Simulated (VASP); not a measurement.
Crystal: MgO.

```xyz
2
Lattice="0.0000 2.1022 2.1022 2.1022 0.0000 2.1022 2.1022 2.1022 0.0000" Properties=species:S:1:pos:R:3 pbc="T T T"
Mg    0.0000    0.0000    0.0000
O     2.1022    2.1022    2.1022
```

Base run:

* Program: VASP 6.6.1
* Functional: HSE06
* Potentials or basis: VASP PAW PBE potentials, release 64 (Mg, O)
* Cutoff: 520 eV
* k mesh: 8 × 8 × 8
* Occupations: gaussian, width 0.01 eV
* Spin: no spin polarisation

Its results: band gap on the k mesh 6.50 eV, direct; pressure -0.6 GPa.

Question: The run is repeated on the same cell with these changes: functional from HSE06 to PBE. What comes out?

Answer: Band gap on the k mesh 4.78 eV, direct; pressure 4.9 GPa.

HSE06 gives the wider gap, since exact exchange removes part of the self-interaction.

Caveats: the PAW data sets were made with another functional, which shifts forces and pressure a little (some runs).

